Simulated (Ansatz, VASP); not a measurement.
**One calculation of PtSe2, two programs**

```
CELL_PARAMETERS angstrom
3.70704 0.00000 0.00000
-1.85352 3.21039 0.00000
0.00000 0.00000 22.79816
ATOMIC_POSITIONS crystal
Se 0.66667 0.33333 0.19738
Se 0.33333 0.66667 0.31358
Se 0.66667 0.83333 0.47631
Se 0.33333 0.16667 0.59251
Pt 0.00000 0.00000 0.25548
Pt 0.00000 0.50000 0.53441
```

Alike in both runs: task single point; functional PBE; dispersion D3(BJ); k mesh 9 × 9 × 1; occupations gaussian, width 0.05 eV; no spin polarisation.

|  | VASP | Ansatz |
| --- | --- | --- |
| version | VASP 6.6.1 | Ansatz 0.2.0 |
| potentials or method | VASP PAW PBE potentials, release 64 (Se, Pt), cutoff 520 eV | scalar-relativistic, plane waves, PAW |
| valence electrons in the cell | 44 | 100 |

```csv
,VASP,Ansatz,Ansatz less VASP
gap on the k mesh at the Fermi level (eV),1.04,1.05,+0.008
least direct gap on the mesh (eV),1.21,1.22,+0.009
rms of the force components (eV/Å),0.028,0.028,+0.0001
```

VASP's potentials hold 44 valence electrons a cell and Ansatz's 100, so a difference there can come from the potentials and not from the codes.

Neither program's run includes spin-orbit coupling.
